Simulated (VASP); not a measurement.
# MgO (P-6m2) in VASP: single point with PBEsol

Aim: the single point of MgO with PBEsol.

Program: VASP 6.6.1. These are calculated values, not measurements. Logs are shortened: lines on timing, memory, paths and dates and some standing lists are left out, and cuts for length are marked.

## Step 1: The cell of the first run

It takes space group P-6m2 (No. 187, hexagonal). Conventional cell: a = 2.938 Å, b = 2.938 Å, c = 2.680 Å, α = 90.00°, β = 90.00°, γ = 120.00°. Mg (site symmetry -6m2) has 6 O at 2.16 Å and 2 Mg at 2.68 Å within 2.9 Å. Within 2.9 Å of O (site symmetry -6m2) lie 6 Mg at 2.16 Å and 2 O at 2.68 Å.

## Step 2: Single point, PBEsol

INCAR

```
PREC = Accurate ; ENCUT = 600
EDIFF = 1E-6 ; ISMEAR = 0
SIGMA = 0.01 ; LREAL = F
LASPH = T ; NELM = 120
ALGO = Normal ; ISIF = 2
LWAVE = F ; LCHARG = T
GGA = PS ; LELF = T
LVHAR = T ; NBANDS = 11
GGA_COMPAT = F
```

KPOINTS

```
Automatic mesh
0
Gamma
  6 6 4
```

POSCAR

```
MgO
1.0
    2.9380210000      0.0000000000      0.0000000000
   -1.4690105000      2.5444008229      0.0000000000
    0.0000000000      0.0000000000      2.6796800000
Mg O
1 1
Direct
    0.0000000000      0.0000000000      0.0000000000
    0.3333333333      0.6666666667      0.5000000000
```

Potentials or basis: VASP PAW PBE potentials, release 64 (Mg, O).

Started as:

```bash
$ cat potpaw_PBE.64/Mg/POTCAR potpaw_PBE.64/O/POTCAR > POTCAR
$ mpirun -np 1 vasp_std > vasp.out
```

OUTCAR:

```text
PREC = Accurate
   ENCUT = 600
   EDIFF = 1E-6
   ISMEAR = 0
   LREAL = F
   LASPH = T
   NELM = 120
   ISIF = 2
   GGA = PS

 ion  position               nearest neighbor table
   1  0.000  0.000  0.000-   2 2.16   2 2.16   2 2.16   2 2.16   2 2.16   2 2.16
   2  0.333  0.667  0.500-   1 2.16   1 2.16   1 2.16   1 2.16   1 2.16   1 2.16

  LATTYP: Found a hexagonal cell.
 ALAT       =     2.9380210000
 C/A-ratio  =     0.9120697231

  Lattice vectors:

 A1 = (   2.9380210000,   0.0000000000,   0.0000000000)
 A2 = (  -1.4690105000,   2.5444008229,   0.0000000000)
 A3 = (   0.0000000000,   0.0000000000,   2.6796800000)

Analysis of symmetry for initial positions (statically):
=====================================================================
 Subroutine PRICEL returns:
 Original cell was already a primitive cell.

 Routine SETGRP: Setting up the symmetry group for a
 hexagonal supercell.

 Subroutine GETGRP returns: Found 12 space group operations
 (whereof 12 operations were pure point group operations)
 out of a pool of 24 trial point group operations.

The static configuration has the point symmetry D_3h.

Analysis of symmetry for dynamics (positions and initial velocities):
=====================================================================
 Subroutine PRICEL returns:
 Original cell was already a primitive cell.

 Routine SETGRP: Setting up the symmetry group for a
 hexagonal supercell.

 Subroutine GETGRP returns: Found 12 space group operations
 (whereof 12 operations were pure point group operations)
 out of a pool of 24 trial point group operations.

The dynamic configuration has the point symmetry D_3h.

 Subroutine INISYM returns: Found 12 space group operations
 (whereof 12 operations are pure point group operations),
 and found     1 'primitive' translations

----------------------------------------------------------------------------------------

                                     Primitive cell

  volume of cell :      20.0320

  direct lattice vectors                    reciprocal lattice vectors
     2.938021000  0.000000000  0.000000000     0.340365164  0.196509919  0.000000000
    -1.469010500  2.544400823  0.000000000     0.000000000  0.393019838  0.000000000
     0.000000000  0.000000000  2.679680000     0.000000000  0.000000000  0.373178887

  length of vectors
     2.938021000  2.938021000  2.679680000     0.393019838  0.393019838  0.373178887

[... 83 lines left out ...]
   ISYM   =      2    0-nonsym 1-usesym 2-fastsym
   POTIM  = 0.5000    time-step for ionic-motion
   TEBEG  =    0.0;   TEEND  =   0.0 temperature during run
   PSTRESS=    0.0 pullay stress
   NELECT =       8.0000    total number of electrons
   NUPDOWN=      -1.0000    fix difference up-down
   EMIN   =  10.00;   EMAX   =-10.00  energy-range for DOS
   EFERMI =   0.00;   METHOD = LEGACY
   ISMEAR =     0;   SIGMA  =   0.01  broadening in eV -4-tet -1-fermi 0-gaus
   EFERMI_NEDOS =   21; number of points for ismear=-14 and -15
   IALGO  =     38    algorithm
   IMIX   =      4    mixing-type and parameters
     AMIX     =   0.40;   BMIX     =  1.00
     AMIX_MAG =   1.60;   BMIX_MAG =  1.00
  volume/ion in A,a.u.               =      10.02        67.59
  Fermi-wavevector in a.u.,A,eV,Ry     =   1.205583  2.278221 19.775114  1.453430
  Thomas-Fermi vector in A             =   2.341275
   LORBIT       =      0    0 simple, 1 ext, 2 COOP (PROOUT), +10 PAW based schemes
   GGA     = PS    functional components
   LHFCALC =     F    Hartree Fock is set to
   AEXX    =    0.0000 exact exchange contribution
   IVDW    =     0    specifies the selected vdW correction
   LEPSILON=     F    determine dielectric tensor
   LRPA    =     F    only Hartree local field effects (RPA)
 non-spin polarized calculation
 Gauss-broadening in eV      SIGMA  =   0.01
  energy-cutoff  :      600.00
  volume of cell :       20.03
 maximum number of plane-waves:       683
 NGX is ok and might be reduce to    24
   NGX = 11   NGY = 11   NGZ = 11

 number of electron       7.9999996 magnetization

 Free energy of the ion-electron system (eV)
  ---------------------------------------------------
  ext. energy  EPLUGINS =         0.00000000
  ---------------------------------------------------
  free energy    TOTEN  =       -11.80726597 eV

  energy without entropy =      -11.80726597  energy(sigma->0) =      -11.80726597

 E-fermi :   3.3284     XC(G=0): -10.9521

 val. band max:        3.1977329549   @ k =   0.3333   0.3333   0.0000
 cond. band min:       6.1081128741   @ k =   0.0000   0.0000   0.0000
 fundamental gap:      2.9103799192
 Fermi energy:         3.3283670515

 k-point     1 :       0.0000    0.0000    0.0000
  band No.  band energies     occupation
      1     -14.1783      2.00000
      2       2.5870      2.00000
      3       2.5870      2.00000
      4       2.7911      2.00000
      5       6.1081      0.00000
      6      14.8798      0.00000
      7      18.6329      0.00000
      8      18.6329      0.00000
      9      22.8363      0.00000
     10      23.9435      0.00000
     11      25.5610      0.00000
[... 267 lines left out ...]
 k-point    21 :       0.3333    0.3333    0.5000
  band No.  band energies     occupation
      1     -12.2492      2.00000
      2      -0.3537      2.00000
      3       0.6659      2.00000
      4       0.6946      2.00000
      5       9.3874      0.00000
      6      13.6214      0.00000
      7      16.5053      0.00000
      8      17.7712      0.00000
      9      19.8065      0.00000
     10      23.4778      0.00000
     11      28.9436      0.00000

------------------------ aborting loop because EDIFF is reached ----------------------------------------

  FORCE on cell =-STRESS in cart. coord.  units (eV):
  Direction    XX          YY          ZZ          XY          YZ          ZX
  --------------------------------------------------------------------------------------
  -------------------------------------------------------------------------------------
  Total       -0.5644134     -0.5644134     -0.5673495      0.0000000      0.0000000      0.0000000
  in kB      -45.1423885    -45.1423885    -45.3772177      0.0000000      0.0000000      0.0000000
  external PRESSURE =     -45.2206649 kB  Pullay stress =       0.0000000 kB

 VOLUME and BASIS-vectors are now :
 -----------------------------------------------------------------------------
  energy-cutoff  :      600.00
  volume of cell :       20.03
      direct lattice vectors                 reciprocal lattice vectors
     2.938021000  0.000000000  0.000000000     0.340365164  0.196509919  0.000000000
    -1.469010500  2.544400823  0.000000000     0.000000000  0.393019838  0.000000000
     0.000000000  0.000000000  2.679680000     0.000000000  0.000000000  0.373178887

 POSITION                                       TOTAL-FORCE (eV/Angst)
 -----------------------------------------------------------------------------------
      0.00000      0.00000      0.00000        -0.000000     -0.000000      0.000000
     -0.00000      1.69627      1.33984         0.000000      0.000000      0.000000
 -----------------------------------------------------------------------------------
    total drift:                                0.000000     -0.000000     -0.000000

  FREE ENERGIE OF THE ION-ELECTRON SYSTEM (eV)
  ---------------------------------------------------
  free  energy   TOTEN  =       -11.8072659697 eV

  energy  without entropy=      -11.8072659697  energy(sigma->0) =      -11.80726597
```

It took 13 s on 1 thread of AMD EPYC 7R13, shared host; peak memory 0.11 GiB.

Results:

| Quantity | Value |
| --- | --- |
| Free energy | -11.8073 eV |
| Pressure | -4.5 GPa |
| Band gap on the k mesh | 2.91 eV, indirect (least direct gap 3.32 eV) |

Levels at points of the mesh, in eV from the valence-band top:
```csv
k point,band 1,band 2,band 3,band 4,band 5,band 6,band 7,band 8
"(0.00, 0.00, 0.00)",-17.38,-0.61,-0.61,-0.41,2.91,11.68,15.44,15.44
"(0.50, 0.00, 0.00)",-16.32,-4.95,-1.33,-0.05,6.45,10.46,12.93,17.69
"(0.00, 0.00, 0.50)",-16.28,-5.41,-0.10,-0.10,8.15,8.92,17.41,17.41
"(0.50, 0.00, 0.50)",-15.55,-3.76,-3.40,-0.84,5.68,11.26,13.89,14.71
```

Caveat: the k points lie up to 0.59 Å⁻¹ apart; the PAW data sets were made with another functional, which shifts forces and pressure a little.
